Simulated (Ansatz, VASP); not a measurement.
**Hf: VASP beside Ansatz**

The input INCAR:

```
ALGO = Normal ; EDIFF = 1E-7
ENCUT = 520 ; GGA = CA
ISIF = 2 ; ISMEAR = -1
LASPH = T ; LCHARG = F
LREAL = F ; LWAVE = F
NBANDS = 28 ; NELM = 60
PREC = Accurate ; SIGMA = 0.05
```

KPOINTS

```
k-points
0
Gamma
  12 8 7
```

File POSCAR:

```
Hf
1.0
   -1.5595069756      2.7011453164      0.0000000000
    0.0000000000      0.0000000000      4.9418267784
    4.6785209266      2.7011453164      0.0000000000
Hf
4
Direct
    0.5000000000      0.2500000000      0.1666666670
    0.0000000000      0.2500000000      0.6666666670
    0.0000000000      0.7500000000      0.3333333330
    0.5000000000      0.7500000000      0.8333333330
```

Input for Ansatz:

```yaml
crystal:
  lattice:
    - [-1.5595069756, 2.7011453164, 0.0]
    - [0.0, 0.0, 4.9418267784]
    - [4.6785209266, 2.7011453164, 0.0]
  atoms:
    - { symbol: Hf, position: [0.5, 0.25, 0.166666667] }
    - { symbol: Hf, position: [0.0, 0.25, 0.666666667] }
    - { symbol: Hf, position: [0.0, 0.75, 0.333333333] }
    - { symbol: Hf, position: [0.5, 0.75, 0.833333333] }
kpoints:
  mp_grid: { grid: [12, 8, 7] }
scf:
  occupations: { method: fermi_dirac, width: 0.05 }
hamiltonian:
  xc: lda
  pseudopotentials: { kind: all_electron, lapw: { basis_error: 0.001 } }
output:
  forces: true
  stress: true
  eigenvalues: true
```

Alike in both runs: task single point; functional LDA; k mesh 12 × 8 × 7; occupations fermi-dirac, width 0.05 eV; no spin polarisation.

|  | VASP | Ansatz |
| --- | --- | --- |
| version | VASP 6.6.1 | Ansatz 0.2.0 |
| potentials or method | VASP PAW LDA potentials, release 64 (Hf_pv), cutoff 520 eV | all-electron LAPW, scalar-relativistic |

|  | VASP | Ansatz | Ansatz less VASP |
| --- | --- | --- | --- |
| pressure (GPa) | 0.1 | 0.1 | -0.04 |
| traceless stress, the component that is largest in VASP (GPa) | 0.04 | 0.08 | +0.039 |

LDA's correlation is that of Perdew and Zunger in VASP and of Perdew and Wang (1992) in Ansatz. Ansatz ran all-electron here, and VASP with PAW potentials.

Spin-orbit coupling is off throughout.
